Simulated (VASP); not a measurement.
# LuTa2Ag (P4/nmm) in VASP: settings compared

Aim: see how the results for LuTa2Ag move with the level of theory and the settings. Levels: PBE, revPBE+U. Tasks: single point.

Program: VASP 6.6.1. These are calculated values, not measurements. Logs are shortened: lines on timing, memory, paths and dates and some standing lists are left out, and cuts for length are marked.

## Step 1: The cell of the first run

Symmetry: P4/nmm, No. 129, tetragonal system. The conventional cell has a = 4.348 Å, b = 4.348 Å, c = 8.671 Å, α = 90.00°, β = 90.00°, γ = 90.00°. Within 3.8 Å of Ta (site symmetry -4m2) lie 8 Ta at 2.87 to 3.07 Å and 4 Lu at 3.16 Å. Ta (site symmetry 4mm) has 4 Ta at 2.87 Å and 4 Lu at 3.10 Å and 4 Ag at 3.29 Å within 3.8 Å. Ag (site symmetry -4m2) has 4 Lu at 2.98 Å and 4 Ag at 3.07 Å and 4 Ta at 3.29 Å within 3.9 Å. Within 3.9 Å of Lu (site symmetry 4mm) lie 4 Ag at 2.98 Å and 8 Ta at 3.10 to 3.16 Å.

## Step 2: Single point, PBE

INCAR reads:

```
PREC     = Accurate       # precision mode
ENCUT    = 520            # plane-wave cutoff, eV
EDIFF    = 1E-6           # SCF threshold, eV
ISMEAR   = -1             # smearing method
SIGMA    = 0.1            # smearing width, eV
LREAL    = F              # projectors in reciprocal space
LASPH    = T              # aspherical terms in the spheres
NELM     = 60             # most SCF steps
ALGO     = Normal         # electronic algorithm
ISIF     = 2              # what is computed and relaxed
LWAVE    = F              # write WAVECAR
LCHARG   = F              # write CHGCAR
GGA      = PE             # functional
NBANDS   = 68             # bands
```

KPOINTS reads:

```
regular mesh
0
Gamma
  5 5 2
```

POSCAR reads:

```
LuTa2Ag
1.0
    4.3479840844      0.0000000000      0.0000000000
    0.0000000000      4.3479840844      0.0000000000
    0.0000000000      0.0000000000      8.6705014774
Ta Ag Lu
4 2 2
Direct
    0.7500000000      0.2500000000      0.0000000000
    0.2500000000      0.7500000000      0.0000000000
    0.2500000000      0.2500000000      0.7846472484
    0.7500000000      0.7500000000      0.2153527516
    0.7500000000      0.2500000000      0.5000000000
    0.2500000000      0.7500000000      0.5000000000
    0.2500000000      0.2500000000      0.2648733254
    0.7500000000      0.7500000000      0.7351266746
```

Potentials or basis: VASP PAW PBE potentials, release 64 (Ta_pv, Ag, Lu).

Command:

```bash
$ cat potpaw_PBE.64/Ta_pv/POTCAR potpaw_PBE.64/Ag/POTCAR potpaw_PBE.64/Lu/POTCAR > POTCAR
$ mpirun -np 1 vasp_std > vasp.out
```

OUTCAR:

```text
PREC = Accurate
   ENCUT = 520
   EDIFF = 1E-6
   ISMEAR = -1
   LREAL = F
   LASPH = T
   NELM = 60
   ISIF = 2
   GGA = PE

 ion  position               nearest neighbor table
   1  0.750  0.250  0.000-   3 2.87   4 2.87   4 2.87   3 2.87   2 3.07   2 3.07   2 3.07   2 3.07
                             7 3.16   8 3.16   7 3.16   8 3.16
   2  0.250  0.750  0.000-   3 2.87   4 2.87   3 2.87   4 2.87   1 3.07   1 3.07   1 3.07   1 3.07
                             7 3.16   8 3.16   8 3.16   7 3.16
   3  0.250  0.250  0.785-   1 2.87   2 2.87   2 2.87   1 2.87   8 3.10   8 3.10   8 3.10   8 3.10
                             6 3.29   5 3.29   6 3.29   5 3.29
   4  0.750  0.750  0.215-   1 2.87   2 2.87   1 2.87   2 2.87   7 3.10   7 3.10   7 3.10   7 3.10
                             6 3.29   6 3.29   5 3.29   5 3.29
   5  0.750  0.250  0.500-   7 2.98   8 2.98   8 2.98   7 2.98   6 3.07   6 3.07   6 3.07   6 3.07
                             3 3.29   4 3.29   4 3.29   3 3.29
   6  0.250  0.750  0.500-   7 2.98   8 2.98   7 2.98   8 2.98   5 3.07   5 3.07   5 3.07   5 3.07
                             4 3.29   3 3.29   4 3.29   3 3.29
   7  0.250  0.250  0.265-   5 2.98   6 2.98   6 2.98   5 2.98   4 3.10   4 3.10   4 3.10   4 3.10
                             1 3.16   2 3.16   2 3.16   1 3.16
   8  0.750  0.750  0.735-   5 2.98   6 2.98   5 2.98   6 2.98   3 3.10   3 3.10   3 3.10   3 3.10
                             2 3.16   1 3.16   2 3.16   1 3.16

  LATTYP: Found a simple tetragonal cell.
 ALAT       =     4.3479840844
 C/A-ratio  =     1.9941428738

  Lattice vectors:

 A1 = (   4.3479840844,   0.0000000000,   0.0000000000)
 A2 = (   0.0000000000,   4.3479840844,   0.0000000000)
 A3 = (   0.0000000000,   0.0000000000,   8.6705014774)

Analysis of symmetry for initial positions (statically):
=====================================================================
 Subroutine PRICEL returns:
 Original cell was already a primitive cell.

 Routine SETGRP: Setting up the symmetry group for a
 simple tetragonal supercell.

 Subroutine GETGRP returns: Found 16 space group operations
 (whereof  4 operations were pure point group operations)
 out of a pool of 16 trial point group operations.

The static configuration has the point symmetry C_2h.
 The point group associated with its full space group is D_4h.

Analysis of symmetry for dynamics (positions and initial velocities):
=====================================================================
 Subroutine PRICEL returns:
 Original cell was already a primitive cell.

 Routine SETGRP: Setting up the symmetry group for a
 simple tetragonal supercell.

 Subroutine GETGRP returns: Found 16 space group operations
 (whereof  4 operations were pure point group operations)
 out of a pool of 16 trial point group operations.

The dynamic configuration has the point symmetry C_2h.
 The point group associated with its full space group is D_4h.

 Subroutine INISYM returns: Found 16 space group operations
 (whereof  4 operations are pure point group operations),
 and found     1 'primitive' translations

----------------------------------------------------------------------------------------

                                     Primitive cell

  volume of cell :     163.9155

  direct lattice vectors                    reciprocal lattice vectors
     4.347984084  0.000000000  0.000000000     0.229991642  0.000000000  0.000000000
     0.000000000  4.347984084  0.000000000     0.000000000  0.229991642  0.000000000
     0.000000000  0.000000000  8.670501477     0.000000000  0.000000000  0.115333583

  length of vectors
     4.347984084  4.347984084  8.670501477     0.229991642  0.229991642  0.115333583

  position of ions in fractional coordinates (direct lattice)
     0.750000000  0.250000000  0.000000000
     0.250000000  0.750000000  0.000000000
     0.250000000  0.250000000  0.784647248
     0.750000000  0.750000000  0.215352752
     0.750000000  0.250000000  0.500000000
     0.250000000  0.750000000  0.500000000
     0.250000000  0.250000000  0.264873325
     0.750000000  0.750000000  0.735126675

  ion indices of the primitive-cell ions
   primitive index   ion index
                 1           1
                 2           2
                 3           3
                 4           4
                 5           5
                 6           6
                 7           7
                 8           8

----------------------------------------------------------------------------------------

 KPOINTS: regular mesh

Automatic generation of k-mesh.
 Grid dimensions read from file:
 generate k-points for:    5    5    2

 Generating k-lattice:

  Cartesian coordinates                     Fractional coordinates (reciprocal lattice)
     0.045998328  0.000000000  0.000000000     0.200000000  0.000000000  0.000000000
     0.000000000  0.045998328  0.000000000     0.000000000  0.200000000  0.000000000
     0.000000000  0.000000000  0.057666791     0.000000000  0.000000000  0.500000000

  Length of vectors
     0.045998328  0.045998328  0.057666791

  Shift w.r.t. Gamma in fractional coordinates (k-lattice)
     0.000000000  0.000000000  0.000000000

 Subroutine IBZKPT returns following result:
 ===========================================

 Found     12 irreducible k-points:

 Following reciprocal coordinates:
            Coordinates               Weight
  0.000000  0.000000  0.000000      1.000000
  0.200000  0.000000  0.000000      4.000000
  0.400000  0.000000  0.000000      4.000000
  0.200000  0.200000  0.000000      4.000000
  0.400000  0.200000  0.000000      8.000000
  0.400000  0.400000  0.000000      4.000000
  0.000000  0.000000  0.500000      1.000000
  0.200000  0.000000  0.500000      4.000000
  0.400000  0.000000  0.500000      4.000000
  0.200000  0.200000  0.500000      4.000000
  0.400000  0.200000  0.500000      8.000000
  0.400000  0.400000  0.500000      4.000000
   k-points           NKPTS =     12   k-points in BZ     NKDIM =     12   number of bands    NBANDS=     68
   number of dos      NEDOS =    301   number of ions     NIONS =      8
   total plane-waves  NPLWV =  65536
   dimension x,y,z NGX =    32 NGY =   32 NGZ =   64
   dimension x,y,z NGXF=    64 NGYF=   64 NGZF=  128
   ions per type =               4   2   2
   NGX,Y,Z   is equivalent  to a cutoff of  12.24, 12.24, 12.27 a.u.
   NGXF,Y,Z  is equivalent  to a cutoff of  24.47, 24.47, 24.54 a.u.
 SYSTEM =  unknown system
   PREC   = accura    normal or accurate (medium, high low for compatibility)
   ISTART =      0    job   : 0-new  1-cont  2-samecut
   ICHARG =      2    charge: 1-file 2-atom 10-const
   ISPIN  =      1    spin polarized calculation?
   LNONCOLLINEAR =      F non collinear calculations
   LSORBIT =      F    spin-orbit coupling
   LASPH  =      T    aspherical Exc in radial PAW
   ENCUT  =  520.0 eV  38.22 Ry    6.18 a.u.   8.08  8.08 16.12*2*pi/ulx,y,z
   NELM   =     60;   NELMIN=  2; NELMDL= -5     # of ELM steps
   EDIFF  = 0.1E-05   stopping-criterion for ELM
   LREAL  =      F    real-space projection
   EDIFFG = 0.1E-04   stopping-criterion for IOM
   NSW    =      0    number of steps for IOM
   IBRION =     -1    ionic relax: 0-MD 1-quasi-New 2-CG
   NFREE  =      0    steps in history (QN), initial steepest desc. (CG)
   ISIF   =      2    stress and relaxation
   ISYM   =      2    0-nonsym 1-usesym 2-fastsym
   POTIM  = 0.5000    time-step for ionic-motion
   TEBEG  =    0.0;   TEEND  =   0.0 temperature during run
   PSTRESS=    0.0 pullay stress
   NELECT =     116.0000    total number of electrons
   NUPDOWN=      -1.0000    fix difference up-down
   EMIN   =  10.00;   EMAX   =-10.00  energy-range for DOS
   EFERMI =   0.00;   METHOD = LEGACY
   ISMEAR =    -1;   SIGMA  =   0.10  broadening in eV -4-tet -1-fermi 0-gaus
   EFERMI_NEDOS =   21; number of points for ismear=-14 and -15
   IALGO  =     38    algorithm
   IMIX   =      4    mixing-type and parameters
     AMIX     =   0.40;   BMIX     =  1.00
     AMIX_MAG =   1.60;   BMIX_MAG =  1.00
  volume/ion in A,a.u.               =      20.49       138.27
  Fermi-wavevector in a.u.,A,eV,Ry     =   1.458884  2.756891 28.957862  2.128343
  Thomas-Fermi vector in A             =   2.575516
   LORBIT       =      0    0 simple, 1 ext, 2 COOP (PROOUT), +10 PAW based schemes
   GGA     = PE    functional components
   LHFCALC =     F    Hartree Fock is set to
   AEXX    =    0.0000 exact exchange contribution
   IVDW    =     0    specifies the selected vdW correction
   LEPSILON=     F    determine dielectric tensor
   LRPA    =     F    only Hartree local field effects (RPA)
 non-spin polarized calculation
  energy-cutoff  :      520.00
  volume of cell :      163.92
 maximum number of plane-waves:      4434
   NGX = 17   NGY = 17   NGZ = 33

 number of electron     116.0000056 magnetization

 Free energy of the ion-electron system (eV)
  ---------------------------------------------------
  ext. energy  EPLUGINS =         0.00000000
  ---------------------------------------------------
  free energy    TOTEN  =       -60.77139797 eV

  energy without entropy =      -60.57096087  energy(sigma->0) =      -60.67117942

 E-fermi :   5.0900     XC(G=0): -11.8926

 val. band max:        5.0748427523   @ k =   0.4000   0.0000   0.0000
 cond. band min:       5.0945759871   @ k =   0.4000   0.2000   0.0000
 fundamental gap:      0.0197332348
 Fermi energy:         5.0900428945

 k-point     1 :       0.0000    0.0000    0.0000
  band No.  band energies     occupation
      1     -50.6224      2.00000
      2     -50.6224      2.00000
      3     -29.3897      2.00000
      4     -29.3897      2.00000
      5     -29.3250      2.00000
      6     -29.1447      2.00000
[... 60 lines left out ...]
     67       7.9581      0.00000
     68       8.1904      0.00000
[... 779 lines left out ...]
     67       6.4317      0.00000
     68       6.6066      0.00000

------------------------ aborting loop because EDIFF is reached ----------------------------------------

  FORCE on cell =-STRESS in cart. coord.  units (eV):
  Direction    XX          YY          ZZ          XY          YZ          ZX
  --------------------------------------------------------------------------------------
  -------------------------------------------------------------------------------------
  Total        0.1324386      0.1324386      0.1289232      0.0000000     -0.0000000      0.0000000
  in kB        1.2945094      1.2945094      1.2601482      0.0000000     -0.0000000      0.0000000
  external PRESSURE =       1.2830557 kB  Pullay stress =       0.0000000 kB

 VOLUME and BASIS-vectors are now :
 -----------------------------------------------------------------------------
  energy-cutoff  :      520.00
  volume of cell :      163.92
      direct lattice vectors                 reciprocal lattice vectors
     4.347984084  0.000000000  0.000000000     0.229991642  0.000000000  0.000000000
     0.000000000  4.347984084  0.000000000     0.000000000  0.229991642  0.000000000
     0.000000000  0.000000000  8.670501477     0.000000000  0.000000000  0.115333583

 POSITION                                       TOTAL-FORCE (eV/Angst)
 -----------------------------------------------------------------------------------
      3.26099      1.08700      0.00000         0.000000     -0.000000      0.000000
      1.08700      3.26099      0.00000        -0.000000     -0.000000      0.000000
      1.08700      1.08700      6.80329         0.000000      0.000000      0.020254
      3.26099      3.26099      1.86722        -0.000000     -0.000000     -0.020254
      3.26099      1.08700      4.33525         0.000000     -0.000000      0.000000
      1.08700      3.26099      4.33525        -0.000000      0.000000      0.000000
      1.08700      1.08700      2.29658        -0.000000      0.000000      0.004061
      3.26099      3.26099      6.37392        -0.000000      0.000000     -0.004061
 -----------------------------------------------------------------------------------
    total drift:                                0.000000     -0.000000      0.000000

  FREE ENERGIE OF THE ION-ELECTRON SYSTEM (eV)
  ---------------------------------------------------
  free  energy   TOTEN  =       -60.7713979704 eV

  energy  without entropy=      -60.5709608657  energy(sigma->0) =      -60.67117942
```

It took 3.1 min on 1 thread of Intel Xeon Platinum 8488C (Sapphire Rapids), shared host; peak memory 0.31 GiB.

Results:

```
Free energy            : -60.7714 eV
Pressure               : 0.1 GPa
Largest force          : 0.020 eV/Å
Band gap on the k mesh : zero (bands 58 and 59 overlap by 0.89 eV)
```

Forces on the atoms (eV/Å):
```
Ta   0.000  0.000  0.000
Ta   0.000  0.000  0.000
Ta   0.000  0.000  0.020
Ta   0.000  0.000 -0.020
Ag   0.000  0.000  0.000
Ag   0.000  0.000  0.000
Lu   0.000  0.000  0.004
Lu   0.000  0.000 -0.004
```

Caveat: the k points lie up to 0.36 Å⁻¹ apart, too coarse for converged energies and pressures of a metal; spin-orbit coupling is left out, which moves the levels of the heavy elements.

(Continued in part 2 of 2.)
